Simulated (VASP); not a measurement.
# Mn (P6_3/mmc) in VASP: notebook, part 2 of 3

VASP 6.6.1. Earlier steps stand in the parts before.

## 3. Single point, r2SCAN (11.26 Å³/atom)

This run uses another cell than the first one, of 11.26 Å³/atom.

POSCAR

```
Mn
1.0
    2.5235477843      0.0000000000      0.0000000000
   -1.2617738921      2.1854564888      0.0000000000
    0.0000000000      0.0000000000      8.1647804874
Mn
4
Direct
    1.0000000000      1.0000000000      0.0000000000
    1.0000000000      0.0000000000      0.5000000000
    0.3333333333      0.6666666667      0.2500000000
    0.6666666667      0.3333333333      0.7500000000
```

INCAR.step1

```
PREC = Accurate
ENCUT = 520
ISMEAR = -1
SIGMA = 0.1
LREAL = F
LASPH = T
NELM = 100
NBANDS = 34
GGA = PE
ALGO = Normal
EDIFF = 1E-4
LWAVE = T
LCHARG = F
```

INCAR.step2

```
PREC = Accurate
ENCUT = 520
EDIFF = 1E-7
ISMEAR = -1
SIGMA = 0.1
LREAL = F
LASPH = T
NELM = 100
ALGO = Normal
ISIF = 2
LWAVE = F
LCHARG = F
METAGGA = R2SCAN
LMIXTAU = T
NBANDS = 34
ISTART = 1
```

KPOINTS

```
regular mesh
0
Gamma
  16 16 5
```

Potentials or basis: VASP PAW PBE potentials, release 64 (Mn_pv).

Started as:

```bash
cat potpaw_PBE.64/Mn_pv/POTCAR > POTCAR
cp INCAR.step1 INCAR
mpirun -np 1 vasp_std > vasp.out
cp INCAR.step2 INCAR
mpirun -np 1 vasp_std > vasp.out
```

OUTCAR:

```text
PREC = Accurate
   ENCUT = 520
   EDIFF = 1E-7
   ISMEAR = -1
   LREAL = F
   LASPH = T
   NELM = 100
   ISIF = 2
   METAGGA = R2SCAN
   ISTART = 1

 ion  position               nearest neighbor table
   1  0.000  0.000  0.000-   3 2.51   4 2.51   3 2.51   4 2.51   4 2.51   3 2.51
   2  0.000  0.000  0.500-   3 2.51   4 2.51   3 2.51   4 2.51   4 2.51   3 2.51
   3  0.333  0.667  0.250-   1 2.51   2 2.51   1 2.51   2 2.51   1 2.51   2 2.51
   4  0.667  0.333  0.750-   1 2.51   2 2.51   1 2.51   2 2.51   1 2.51   2 2.51

  LATTYP: Found a hexagonal cell.
[... 1090 lines left out ...]
  --------------------------------------------------------------------------------------
  -------------------------------------------------------------------------------------
  Total       -5.5270761     -5.5270761     -5.5595278     -0.0000000      0.0000000      0.0000000
  in kB     -196.6562788   -196.6562788   -197.8109276     -0.0000000      0.0000000      0.0000000
  external PRESSURE =    -197.0411617 kB  Pullay stress =       0.0000000 kB

 VOLUME and BASIS-vectors are now :
 -----------------------------------------------------------------------------
  energy-cutoff  :      520.00
  volume of cell :       45.03
      direct lattice vectors                 reciprocal lattice vectors
     2.523547784  0.000000000  0.000000000     0.396267511  0.228785154  0.000000000
    -1.261773892  2.185456489  0.000000000     0.000000000  0.457570309  0.000000000
     0.000000000  0.000000000  8.164780487     0.000000000  0.000000000  0.122477267

 POSITION                                       TOTAL-FORCE (eV/Angst)
 -----------------------------------------------------------------------------------
      0.00000      0.00000      0.00000         0.000000      0.000000     -0.000000
      0.00000      0.00000      4.08239         0.000000      0.000000     -0.000000
     -0.00000      1.45697      2.04120        -0.000000      0.000000      0.000000
      1.26177      0.72849      6.12359         0.000000     -0.000000      0.000000
 -----------------------------------------------------------------------------------
    total drift:                                0.000000     -0.000000      0.000000

  FREE ENERGIE OF THE ION-ELECTRON SYSTEM (eV)
  ---------------------------------------------------
  free  energy   TOTEN  =       -56.9643042143 eV

  energy  without entropy=      -56.7865494991  energy(sigma->0) =      -56.87542686
```

OUTCAR.step1:

```text
PREC = Accurate
   ENCUT = 520
   ISMEAR = -1
   LREAL = F
   LASPH = T
[... 1118 lines left out ...]
      0.00000      0.00000      0.00000        -0.000000      0.000000     -0.000000
      0.00000      0.00000      4.08239        -0.000000      0.000000     -0.000000
     -0.00000      1.45697      2.04120        -0.000000      0.000000      0.000000
      1.26177      0.72849      6.12359         0.000000     -0.000000      0.000000
 -----------------------------------------------------------------------------------
    total drift:                                0.000000     -0.000000      0.000000

  FREE ENERGIE OF THE ION-ELECTRON SYSTEM (eV)
  ---------------------------------------------------
  free  energy   TOTEN  =       -35.7787863456 eV

  energy  without entropy=      -35.5892783401  energy(sigma->0) =      -35.68403234
```

OSZICAR.step1:

```text
N       E                     dE             d eps       ncg     rms          rms(c)
DAV:   1     0.625173850929E+03    0.62517E+03   -0.29846E+04  6376   0.213E+03
DAV:   2    -0.163118875424E+01   -0.62681E+03   -0.60812E+03  6144   0.586E+02
DAV:   3    -0.414950294040E+02   -0.39864E+02   -0.37805E+02  6744   0.162E+02
DAV:   4    -0.427614905648E+02   -0.12665E+01   -0.12243E+01  7148   0.279E+01
DAV:   5    -0.427875759353E+02   -0.26085E-01   -0.26025E-01  6840   0.424E+00    0.253E+01
DAV:   6    -0.360971456701E+02    0.66904E+01   -0.56471E+01  6492   0.639E+01    0.445E+00
DAV:   7    -0.359729045827E+02    0.12424E+00   -0.27676E+00  6848   0.174E+01    0.634E+00
DAV:   8    -0.358205037109E+02    0.15240E+00   -0.81735E-01  7586   0.925E+00    0.177E+00
DAV:   9    -0.357900364834E+02    0.30467E-01   -0.26017E-02  7124   0.184E+00    0.859E-01
DAV:  10    -0.357790684880E+02    0.10968E-01   -0.12985E-02  7170   0.794E-01    0.175E-01
DAV:  11    -0.357788032034E+02    0.26528E-03   -0.15648E-03  6582   0.383E-01    0.340E-02
DAV:  12    -0.357787863456E+02    0.16858E-04   -0.60217E-05  3126   0.984E-02
   1 F= -.35778786E+02 E0= -.35684032E+02  d E =-.189508E+00
```

Wall time 19 min (1 thread of Intel Xeon Platinum 8375C at 2.90GHz (Ice Lake), shared host); peak memory 0.23 GiB.

What came out:

| Item | Value |
| --- | --- |
| Free energy | -56.9643 eV |
| Pressure | -19.7 GPa |
| Band gap on the k mesh | zero (bands 26 and 27 overlap by 1.97 eV) |

Stress tensor (GPa, compression positive):
```
-19.67   0.00   0.00
  0.00 -19.67   0.00
  0.00   0.00 -19.78
```

Caveat: the cell stands under tension; the PAW data sets were made with another functional, which shifts forces and pressure a little; the run has no spin polarisation, though such a crystal can be magnetic. Spin polarisation is off, so any magnetic state and its effect on volume and gap are missing.

## 4. Single point, r2SCAN (11.67 Å³/atom)

This run uses another cell than the first one, of 11.67 Å³/atom.

POSCAR

```
Mn
1.0
    2.5543257906      0.0000000000      0.0000000000
   -1.2771628953      2.2121110242      0.0000000000
    0.0000000000      0.0000000000      8.2643607953
Mn
4
Direct
    1.0000000000      1.0000000000      0.0000000000
    1.0000000000      0.0000000000      0.5000000000
    0.3333333333      0.6666666667      0.2500000000
    0.6666666667      0.3333333333      0.7500000000
```

INCAR.step1

```
PREC = Accurate
ENCUT = 520
ISMEAR = -1
SIGMA = 0.1
LREAL = False
LASPH = True
NELM = 60
NBANDS = 34
GGA = PE
ALGO = Normal
EDIFF = 1E-4
LWAVE = True
LCHARG = False
```

INCAR.step2

```
PREC = Accurate
ENCUT = 520
EDIFF = 1E-6
ISMEAR = -1
SIGMA = 0.1
LREAL = False
LASPH = True
NELM = 60
ALGO = Normal
ISIF = 2
LWAVE = False
LCHARG = False
METAGGA = R2SCAN
LMIXTAU = True
NBANDS = 34
ISTART = 1
```

KPOINTS

```
Automatic mesh
0
Gamma
  16 16 5
```

Potentials or basis: VASP PAW PBE potentials, release 64 (Mn_pv).

Started as:

```bash
cat potpaw_PBE.64/Mn_pv/POTCAR > POTCAR
cp INCAR.step1 INCAR
mpirun -np 1 vasp_std > vasp.out
cp INCAR.step2 INCAR
mpirun -np 1 vasp_std > vasp.out
```

OUTCAR:

```text
PREC = Accurate
   ENCUT = 520
   EDIFF = 1E-6
   ISMEAR = -1
   LREAL = False
   LASPH = True
   NELM = 60
   ISIF = 2
   METAGGA = R2SCAN
   ISTART = 1

 ion  position               nearest neighbor table
   1  0.000  0.000  0.000-   3 2.54   4 2.54   3 2.54   4 2.54   4 2.54   3 2.54
   2  0.000  0.000  0.500-   3 2.54   4 2.54   3 2.54   4 2.54   4 2.54   3 2.54
   3  0.333  0.667  0.250-   1 2.54   2 2.54   1 2.54   2 2.54   1 2.54   2 2.54
   4  0.667  0.333  0.750-   1 2.54   2 2.54   1 2.54   2 2.54   1 2.54   2 2.54

  LATTYP: Found a hexagonal cell.
 ALAT       =     2.5543257906
 C/A-ratio  =     3.2354372436

  Lattice vectors:

 A1 = (   2.5543257906,   0.0000000000,   0.0000000000)
 A2 = (  -1.2771628953,   2.2121110242,   0.0000000000)
 A3 = (   0.0000000000,   0.0000000000,   8.2643607953)

Analysis of symmetry for initial positions (statically):
=====================================================================
 Subroutine PRICEL returns:
 Original cell was already a primitive cell.

 Routine SETGRP: Setting up the symmetry group for a
 hexagonal supercell.

 Subroutine GETGRP returns: Found 24 space group operations
 (whereof 12 operations were pure point group operations)
 out of a pool of 24 trial point group operations.

The static configuration has the point symmetry D_3d.
 The point group associated with its full space group is D_6h.

Analysis of symmetry for dynamics (positions and initial velocities):
=====================================================================
 Subroutine PRICEL returns:
 Original cell was already a primitive cell.

 Routine SETGRP: Setting up the symmetry group for a
 hexagonal supercell.

 Subroutine GETGRP returns: Found 24 space group operations
 (whereof 12 operations were pure point group operations)
 out of a pool of 24 trial point group operations.

The dynamic configuration has the point symmetry D_3d.
 The point group associated with its full space group is D_6h.

 Subroutine INISYM returns: Found 24 space group operations
 (whereof 12 operations are pure point group operations),
 and found     1 'primitive' translations

----------------------------------------------------------------------------------------

                                     Primitive cell

  volume of cell :      46.6974

  direct lattice vectors                    reciprocal lattice vectors
     2.554325791  0.000000000  0.000000000     0.391492739  0.226028438  0.000000000
    -1.277162895  2.212111024  0.000000000     0.000000000  0.452056876  0.000000000
     0.000000000  0.000000000  8.264360795     0.000000000  0.000000000  0.121001494

  length of vectors
     2.554325791  2.554325791  8.264360795     0.452056876  0.452056876  0.121001494

  position of ions in fractional coordinates (direct lattice)
     0.000000000  0.000000000  0.000000000
     0.000000000  0.000000000  0.500000000
     0.333333333  0.666666667  0.250000000
     0.666666667  0.333333333  0.750000000

  ion indices of the primitive-cell ions
   primitive index   ion index
                 1           1
                 2           2
                 3           3
                 4           4

----------------------------------------------------------------------------------------

[... 23 lines left out ...]

 Following reciprocal coordinates:
            Coordinates               Weight
  0.000000  0.000000  0.000000      1.000000
  0.062500 -0.000000  0.000000      6.000000
  0.125000 -0.000000  0.000000      6.000000
  0.187500 -0.000000  0.000000      6.000000
  0.250000 -0.000000  0.000000      6.000000
  0.312500 -0.000000  0.000000      6.000000
[... 16 lines left out ...]
  0.187500  0.187500  0.000000      6.000000
  0.250000  0.187500  0.000000     12.000000
 [... further k-points ...]
   k-points           NKPTS =     90   k-points in BZ     NKDIM =     90   number of bands    NBANDS=     34
   number of dos      NEDOS =    301   number of ions     NIONS =      4
   total plane-waves  NPLWV =  25600
   dimension x,y,z NGX =    20 NGY =   20 NGZ =   64
   dimension x,y,z NGXF=    40 NGYF=   40 NGZF=  128
   ions per type =               4
   NGX,Y,Z   is equivalent  to a cutoff of  13.02, 13.02, 12.87 a.u.
   NGXF,Y,Z  is equivalent  to a cutoff of  26.03, 26.03, 25.75 a.u.
 SYSTEM =  unknown system
   PREC   = accura    normal or accurate (medium, high low for compatibility)
   ISTART =      1    job   : 0-new  1-cont  2-samecut
   ICHARG =      0    charge: 1-file 2-atom 10-const
   ISPIN  =      1    spin polarized calculation?
   LNONCOLLINEAR =      F non collinear calculations
   LSORBIT =      F    spin-orbit coupling
   LASPH  =      T    aspherical Exc in radial PAW
   ENCUT  =  520.0 eV  38.22 Ry    6.18 a.u.   4.75  4.75 15.37*2*pi/ulx,y,z
   NELM   =     60;   NELMIN=  2; NELMDL=  0     # of ELM steps
   EDIFF  = 0.1E-05   stopping-criterion for ELM
   LREAL  =      F    real-space projection
   EDIFFG = 0.1E-04   stopping-criterion for IOM
   NSW    =      0    number of steps for IOM
   IBRION =     -1    ionic relax: 0-MD 1-quasi-New 2-CG
   NFREE  =      0    steps in history (QN), initial steepest desc. (CG)
   ISIF   =      2    stress and relaxation
   ISYM   =      2    0-nonsym 1-usesym 2-fastsym
   POTIM  = 0.5000    time-step for ionic-motion
   TEBEG  =    0.0;   TEEND  =   0.0 temperature during run
   PSTRESS=    0.0 pullay stress
   NELECT =      52.0000    total number of electrons
   NUPDOWN=      -1.0000    fix difference up-down
   EMIN   =  10.00;   EMAX   =-10.00  energy-range for DOS
   EFERMI =   0.00;   METHOD = LEGACY
   ISMEAR =    -1;   SIGMA  =   0.10  broadening in eV -4-tet -1-fermi 0-gaus
   EFERMI_NEDOS =   21; number of points for ismear=-14 and -15
   IALGO  =     38    algorithm
   IMIX   =      4    mixing-type and parameters
     AMIX     =   0.40;   BMIX     =  1.00
     AMIX_MAG =   1.60;   BMIX_MAG =  1.00
  volume/ion in A,a.u.               =      11.67        78.78
  Fermi-wavevector in a.u.,A,eV,Ry     =   1.696857  3.206594 39.175554  2.879322
  Thomas-Fermi vector in A             =   2.777643
   LORBIT       =      0    0 simple, 1 ext, 2 COOP (PROOUT), +10 PAW based schemes
   METAGGA = R2SCAN    functional components
   LHFCALC =     F    Hartree Fock is set to
   AEXX    =    0.0000 exact exchange contribution
   IVDW    =     0    specifies the selected vdW correction
   LEPSILON=     F    determine dielectric tensor
   LRPA    =     F    only Hartree local field effects (RPA)
 non-spin polarized calculation
  energy-cutoff  :      520.00
  volume of cell :       46.70
 maximum number of plane-waves:      1284
 NGX is ok and might be reduce to    20
   NGX =  9   NGY =  9   NGZ = 31

 number of electron      51.9999977 magnetization

 Free energy of the ion-electron system (eV)
  ---------------------------------------------------
  ext. energy  EPLUGINS =         0.00000000
  ---------------------------------------------------
  free energy    TOTEN  =       -56.72169985 eV

  energy without entropy =      -56.53391629  energy(sigma->0) =      -56.62780807

 E-fermi :   9.2153     XC(G=0): -14.8417

 val. band max:        9.2139498500   @ k =   0.3750   0.0625   0.4000
 cond. band min:       9.2202721734   @ k =   0.3750   0.1250   0.0000
 fundamental gap:      0.0063223234
 Fermi energy:         9.2153471161

 k-point     1 :       0.0000    0.0000    0.0000
  band No.  band energies     occupation
      1     -40.8379      2.00000
      2     -40.5613      2.00000
      3     -40.5042      2.00000
      4     -40.3083      2.00000
      5     -40.3082      2.00000
      6     -40.2693      2.00000
[... 877 lines left out ...]
     33      11.5848      0.00000
     34      12.2409      0.00000

 [... further k-points ...]

------------------------ aborting loop because EDIFF is reached ----------------------------------------

  FORCE on cell =-STRESS in cart. coord.  units (eV):
  Direction    XX          YY          ZZ          XY          YZ          ZX
  --------------------------------------------------------------------------------------
  -------------------------------------------------------------------------------------
  Total       -7.8306769     -7.8306769     -7.8457861      0.0000000      0.0000000      0.0000000
  in kB     -268.6689089   -268.6689089   -269.1873017      0.0000000      0.0000000      0.0000000
  external PRESSURE =    -268.8417065 kB  Pullay stress =       0.0000000 kB

 VOLUME and BASIS-vectors are now :
 -----------------------------------------------------------------------------
  energy-cutoff  :      520.00
  volume of cell :       46.70
      direct lattice vectors                 reciprocal lattice vectors
     2.554325791  0.000000000  0.000000000     0.391492739  0.226028438  0.000000000
    -1.277162895  2.212111024  0.000000000     0.000000000  0.452056876  0.000000000
     0.000000000  0.000000000  8.264360795     0.000000000  0.000000000  0.121001494

 POSITION                                       TOTAL-FORCE (eV/Angst)
 -----------------------------------------------------------------------------------
      0.00000      0.00000      0.00000         0.000000      0.000000      0.000000
      0.00000      0.00000      4.13218         0.000000      0.000000      0.000000
     -0.00000      1.47474      2.06609        -0.000000     -0.000000     -0.000000
      1.27716      0.73737      6.19827         0.000000      0.000000     -0.000000
 -----------------------------------------------------------------------------------
    total drift:                                0.000000     -0.000000      0.000000

  FREE ENERGIE OF THE ION-ELECTRON SYSTEM (eV)
  ---------------------------------------------------
  free  energy   TOTEN  =       -56.7216998525 eV

  energy  without entropy=      -56.5339162946  energy(sigma->0) =      -56.62780807
```

Run time: 14 min. Hardware: 1 thread of Intel Xeon Platinum 8375C at 2.90GHz (Ice Lake), shared host; peak memory 0.23 GiB.

What came out:

```yaml
Free_energy: -56.7217 eV
Pressure: -26.9 GPa
Band_gap_on_the_k_mesh: zero (bands 26 and 27 overlap by 1.87 eV)
```

Caveat: the cell stands under tension; the PAW data sets were made with another functional, which shifts forces and pressure a little; the run has no spin polarisation, though such a crystal can be magnetic. Spin polarisation is off, so any magnetic state and its effect on volume and gap are missing.

(Continued in part 3 of 3.)
